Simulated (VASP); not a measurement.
# SnS2 (P-3m1) in VASP: further runs

The runs below take SnS2 through single point, with PBE, PBE0, HSE06.

All numbers are computed with VASP 6.6.1; they aren't measurements. Logs are shortened: lines on timing, memory, paths and dates and some standing lists are left out, and cuts for length are marked.

### Step 1. The cell of the first run

Symmetry: P-3m1, No. 164, trigonal system. The conventional cell has a = 3.639 Å, b = 3.639 Å, c = 5.868 Å, α = 90.00°, β = 90.00°, γ = 120.00°. Sn (site symmetry -3m) has 6 S at 2.56 Å within 3.4 Å. Within 3.4 Å of S (site symmetry 3m) lie 3 Sn at 2.56 Å.

### Step 2. Single point, PBE

Contents of INCAR:

```
ALGO = Normal
EDIFF = 1E-6
ENCUT = 500
GGA = PE
GGA_COMPAT = F
ISIF = 2
ISMEAR = 0
LASPH = T
LCHARG = F
LREAL = F
LWAVE = F
NBANDS = 20
NELM = 120
PREC = Accurate
SIGMA = 0.01
```

Contents of KPOINTS:

```
k-points
0
Gamma
  2 2 1
```

Contents of POSCAR:

```
SnS2
1.0
    3.6390000000      0.0000000000      0.0000000000
   -1.8195000000      3.1514660000      0.0000000000
    0.0000000000      0.0000000000      5.8680000000
Sn S
1 2
Direct
    0.0000000000      0.0000000000      0.0000000000
    0.3333333333      0.6666666667      0.2500000000
    0.6666666667      0.3333333333      0.7500000000
```

Potentials or basis: VASP PAW PBE potentials, release 64 (Sn_d, S).

On the command line:

```
cat potpaw_PBE.64/Sn_d/POTCAR potpaw_PBE.64/S/POTCAR > POTCAR
mpirun -np 1 vasp_std > vasp.out
```

OUTCAR:

```text
EDIFF = 1E-6
   ENCUT = 500
   GGA = PE
   ISIF = 2
   ISMEAR = 0
   LASPH = T
   LREAL = F
   NELM = 120
   PREC = Accurate

 ion  position               nearest neighbor table
   1  0.000  0.000  0.000-   2 2.56   3 2.56   3 2.56   2 2.56   3 2.56   2 2.56
   2  0.333  0.667  0.250-   1 2.56   1 2.56   1 2.56
   3  0.667  0.333  0.750-   1 2.56   1 2.56   1 2.56

  LATTYP: Found a hexagonal cell.
 ALAT       =     3.6390000000
 C/A-ratio  =     1.6125309151

  Lattice vectors:

 A1 = (   3.6390000000,   0.0000000000,   0.0000000000)
 A2 = (  -1.8195000000,   3.1514660000,   0.0000000000)
 A3 = (   0.0000000000,   0.0000000000,   5.8680000000)

Analysis of symmetry for initial positions (statically):
=====================================================================
 Subroutine PRICEL returns:
 Original cell was already a primitive cell.

 Routine SETGRP: Setting up the symmetry group for a
 hexagonal supercell.

 Subroutine GETGRP returns: Found 12 space group operations
 (whereof 12 operations were pure point group operations)
 out of a pool of 24 trial point group operations.

The static configuration has the point symmetry D_3d.

Analysis of symmetry for dynamics (positions and initial velocities):
=====================================================================
 Subroutine PRICEL returns:
 Original cell was already a primitive cell.

 Routine SETGRP: Setting up the symmetry group for a
 hexagonal supercell.

 Subroutine GETGRP returns: Found 12 space group operations
 (whereof 12 operations were pure point group operations)
 out of a pool of 24 trial point group operations.

The dynamic configuration has the point symmetry D_3d.

 Subroutine INISYM returns: Found 12 space group operations
 (whereof 12 operations are pure point group operations),
 and found     1 'primitive' translations

----------------------------------------------------------------------------------------

                                     Primitive cell

  volume of cell :      67.2953

  direct lattice vectors                    reciprocal lattice vectors
     3.639000000  0.000000000  0.000000000     0.274800769  0.158656321  0.000000000
    -1.819500000  3.151466000  0.000000000     0.000000000  0.317312641  0.000000000
     0.000000000  0.000000000  5.868000000     0.000000000  0.000000000  0.170415815

  length of vectors
     3.639000000  3.638999615  5.868000000     0.317312608  0.317312641  0.170415815

  position of ions in fractional coordinates (direct lattice)
     0.000000000  0.000000000  0.000000000
     0.333333333  0.666666667  0.250000000
     0.666666667  0.333333333  0.750000000

  ion indices of the primitive-cell ions
   primitive index   ion index
                 1           1
                 2           2
                 3           3

----------------------------------------------------------------------------------------

 KPOINTS: k-points

Automatic generation of k-mesh.
 Grid dimensions read from file:
 generate k-points for:    2    2    1

 Generating k-lattice:

  Cartesian coordinates                     Fractional coordinates (reciprocal lattice)
     0.137400385  0.079328160  0.000000000     0.500000000  0.000000000  0.000000000
     0.000000000  0.158656321  0.000000000     0.000000000  0.500000000  0.000000000
     0.000000000  0.000000000  0.170415815     0.000000000  0.000000000  1.000000000

  Length of vectors
     0.158656304  0.158656321  0.170415815

  Shift w.r.t. Gamma in fractional coordinates (k-lattice)
     0.000000000  0.000000000  0.000000000

 Subroutine IBZKPT returns following result:
 ===========================================

 Found      2 irreducible k-points:

 Following reciprocal coordinates:
            Coordinates               Weight
  0.000000  0.000000  0.000000      1.000000
  0.500000  0.000000  0.000000      3.000000
   k-points           NKPTS =      2   k-points in BZ     NKDIM =      2   number of bands    NBANDS=     20
   number of dos      NEDOS =    301   number of ions     NIONS =      3
   total plane-waves  NPLWV =  37632
   dimension x,y,z NGX =    28 NGY =   28 NGZ =   48
   dimension x,y,z NGXF=    56 NGYF=   56 NGZF=   96
   ions per type =               1   2
   NGX,Y,Z   is equivalent  to a cutoff of  12.79, 12.79, 13.60 a.u.
   NGXF,Y,Z  is equivalent  to a cutoff of  25.58, 25.58, 27.20 a.u.
 SYSTEM =  unknown system
   PREC   = accura    normal or accurate (medium, high low for compatibility)
   ISTART =      0    job   : 0-new  1-cont  2-samecut
   ICHARG =      2    charge: 1-file 2-atom 10-const
   ISPIN  =      1    spin polarized calculation?
   LNONCOLLINEAR =      F non collinear calculations
   LSORBIT =      F    spin-orbit coupling
   LASPH  =      T    aspherical Exc in radial PAW
   ENCUT  =  500.0 eV  36.75 Ry    6.06 a.u.   6.63  6.63 10.70*2*pi/ulx,y,z
   NELM   =    120;   NELMIN=  2; NELMDL= -5     # of ELM steps
   EDIFF  = 0.1E-05   stopping-criterion for ELM
   LREAL  =      F    real-space projection
   EDIFFG = 0.1E-04   stopping-criterion for IOM
   NSW    =      0    number of steps for IOM
   IBRION =     -1    ionic relax: 0-MD 1-quasi-New 2-CG
   NFREE  =      0    steps in history (QN), initial steepest desc. (CG)
   ISIF   =      2    stress and relaxation
   ISYM   =      2    0-nonsym 1-usesym 2-fastsym
   POTIM  = 0.5000    time-step for ionic-motion
   TEBEG  =    0.0;   TEEND  =   0.0 temperature during run
   PSTRESS=    0.0 pullay stress
   NELECT =      26.0000    total number of electrons
   NUPDOWN=      -1.0000    fix difference up-down
   EMIN   =  10.00;   EMAX   =-10.00  energy-range for DOS
   EFERMI =   0.00;   METHOD = LEGACY
   ISMEAR =     0;   SIGMA  =   0.01  broadening in eV -4-tet -1-fermi 0-gaus
   EFERMI_NEDOS =   21; number of points for ismear=-14 and -15
   IALGO  =     38    algorithm
   IMIX   =      4    mixing-type and parameters
     AMIX     =   0.40;   BMIX     =  1.00
     AMIX_MAG =   1.60;   BMIX_MAG =  1.00
  volume/ion in A,a.u.               =      22.43       151.38
  Fermi-wavevector in a.u.,A,eV,Ry     =   1.192352  2.253218 19.343436  1.421702
  Thomas-Fermi vector in A             =   2.328392
   LORBIT       =      0    0 simple, 1 ext, 2 COOP (PROOUT), +10 PAW based schemes
   GGA     = PE    functional components
   LHFCALC =     F    Hartree Fock is set to
   AEXX    =    0.0000 exact exchange contribution
   IVDW    =     0    specifies the selected vdW correction
   LEPSILON=     F    determine dielectric tensor
   LRPA    =     F    only Hartree local field effects (RPA)
 non-spin polarized calculation
 Gauss-broadening in eV      SIGMA  =   0.01
  energy-cutoff  :      500.00
  volume of cell :       67.30
 maximum number of plane-waves:      1737
 NGX is ok and might be reduce to    28
   NGX = 13   NGY = 13   NGZ = 21

 number of electron      26.0000007 magnetization

 Free energy of the ion-electron system (eV)
  ---------------------------------------------------
  ext. energy  EPLUGINS =         0.00000000
  ---------------------------------------------------
  free energy    TOTEN  =       -11.68381662 eV

  energy without entropy =      -11.68381662  energy(sigma->0) =      -11.68381662

 E-fermi :   5.0180     XC(G=0):  -9.5999

 val. band max:        4.8983593293   @ k =   0.0000   0.0000   0.0000
 cond. band min:       6.5901332396   @ k =   0.5000   0.0000   0.0000
 fundamental gap:      1.6917739104
 Fermi energy:         5.0179920783

 k-point     1 :       0.0000    0.0000    0.0000
  band No.  band energies     occupation
      1     -16.2934      2.00000
      2     -16.2853      2.00000
      3     -16.2853      2.00000
      4     -16.2368      2.00000
      5     -16.2368      2.00000
      6      -8.9984      2.00000
[... 12 lines left out ...]
     19      14.4020      0.00000
     20      14.4020      0.00000

 k-point     2 :       0.5000    0.0000    0.0000
  band No.  band energies     occupation
      1     -16.3761      2.00000
      2     -16.2768      2.00000
      3     -16.2766      2.00000
      4     -16.2218      2.00000
      5     -16.1749      2.00000
      6      -7.0009      2.00000
[... 12 lines left out ...]
     19      15.3779      0.00000
     20      15.9291      0.00000

------------------------ aborting loop because EDIFF is reached ----------------------------------------

  FORCE on cell =-STRESS in cart. coord.  units (eV):
  Direction    XX          YY          ZZ          XY          YZ          ZX
  --------------------------------------------------------------------------------------
  -------------------------------------------------------------------------------------
  Total        4.5745520      4.5745507      0.2886751      0.0000000      0.0000000      0.0000000
  in kB      108.9116571    108.9116264      6.8728226      0.0000000      0.0000000      0.0000000
  external PRESSURE =      74.8987021 kB  Pullay stress =       0.0000000 kB

 VOLUME and BASIS-vectors are now :
 -----------------------------------------------------------------------------
  energy-cutoff  :      500.00
  volume of cell :       67.30
      direct lattice vectors                 reciprocal lattice vectors
     3.639000000  0.000000000  0.000000000     0.274800769  0.158656321  0.000000000
    -1.819500000  3.151466000  0.000000000     0.000000000  0.317312641  0.000000000
     0.000000000  0.000000000  5.868000000     0.000000000  0.000000000  0.170415815

 POSITION                                       TOTAL-FORCE (eV/Angst)
 -----------------------------------------------------------------------------------
      0.00000      0.00000      0.00000        -0.000000     -0.000000      0.000000
     -0.00000      2.10098      1.46700        -0.000000      0.000000      0.815901
      1.81950      1.05049      4.40100         0.000000     -0.000000     -0.815901
 -----------------------------------------------------------------------------------
    total drift:                               -0.000000     -0.000000     -0.000000

  FREE ENERGIE OF THE ION-ELECTRON SYSTEM (eV)
  ---------------------------------------------------
  free  energy   TOTEN  =       -11.6838166239 eV

  energy  without entropy=      -11.6838166239  energy(sigma->0) =      -11.68381662
```

Wall time 4 s (1 thread of Intel Xeon 6975P-C (Granite Rapids), shared host); peak memory 0.17 GiB.

What came out:

```
Free energy            : -11.6838 eV
Pressure               : 7.5 GPa
Largest force          : 0.816 eV/Å
Band gap on the k mesh : 1.69 eV (least direct gap 1.92 eV)
```

Forces on the atoms (eV/Å):
```
Sn   0.000  0.000  0.000
S    0.000  0.000  0.816
S    0.000  0.000 -0.816
```

Stress tensor (GPa, compression positive):
```
10.89  0.00  0.00
 0.00 10.89  0.00
 0.00  0.00  0.69
```

Caveat: the k points lie up to 1.07 Å⁻¹ apart; spin-orbit coupling is left out, which moves the levels of the heavy elements; an odd mesh through Γ misses points on the zone boundary, where band edges can lie; this functional lacks dispersion, which binds the layers, so the pressure and a relaxed spacing across them are unreliable.

### Step 3. Single point, PBE0

POSCAR is that of step 2.

Contents of INCAR.step1:

```
ALGO = Normal
EDIFF = 1E-5
ENCUT = 400
GGA = PE
GGA_COMPAT = False
ISIF = 2
ISMEAR = 0
LASPH = True
LCHARG = False
LREAL = False
LWAVE = True
NBANDS = 20
NELM = 120
PREC = Accurate
SIGMA = 0.01
```

Contents of INCAR.step2:

```
AEXX = 0.25
ALGO = Normal
EDIFF = 1E-6
ENCUT = 400
GGA = PE
GGA_COMPAT = False
ISIF = 2
ISMEAR = 0
ISTART = 1
LASPH = True
LCHARG = False
LHFCALC = True
LREAL = False
LWAVE = False
NBANDS = 20
NELM = 120
PREC = Accurate
PRECFOCK = Normal
SIGMA = 0.01
```

KPOINTS is that of step 2.

Potentials or basis: VASP PAW PBE potentials, release 64 (Sn_d, S).

On the command line:

```
cat potpaw_PBE.64/Sn_d/POTCAR potpaw_PBE.64/S/POTCAR > POTCAR
cp INCAR.step1 INCAR
mpirun -np 1 vasp_std > vasp.out
cp INCAR.step2 INCAR
mpirun -np 1 vasp_std > vasp.out
```

It took 9.2 s on 1 thread of Intel Xeon 6975P-C (Granite Rapids), shared host; peak memory 0.15 GiB.

Results (log left out):

| Property | Result |
| --- | --- |
| Free energy | -16.9567 eV |
| Pressure | 3.1 GPa |
| Largest force | 0.465 eV/Å |
| Band gap on the k mesh | 3.50 eV (least direct gap 3.90 eV) |

Forces on the atoms (eV/Å):
```
Sn   0.000  0.000  0.000
S    0.000  0.000  0.465
S    0.000  0.000 -0.465
```

Stress tensor (GPa, compression positive):
```
 6.49  0.00  0.00
 0.00  6.49  0.00
 0.00  0.00 -3.54
```

Levels at points of the mesh, in eV from the valence-band top:
```tsv
k point	band 11	band 12	band 13	band 14	band 15	band 16
(0.00, 0.00, 0.00)	-0.51	-0.51	0.00	3.92	5.54	7.37
(0.50, 0.00, 0.00)	-2.93	-1.15	-0.40	3.50	6.41	7.79
```

Caveat: the k points lie up to 1.07 Å⁻¹ apart; the PAW data sets were made with another functional, which shifts forces and pressure a little; spin-orbit coupling is left out, which moves the levels of the heavy elements; an odd mesh through Γ misses points on the zone boundary, where band edges can lie; this functional lacks dispersion, which binds the layers, so the pressure and a relaxed spacing across them are unreliable.

(Part 1 of 2 ends here.)
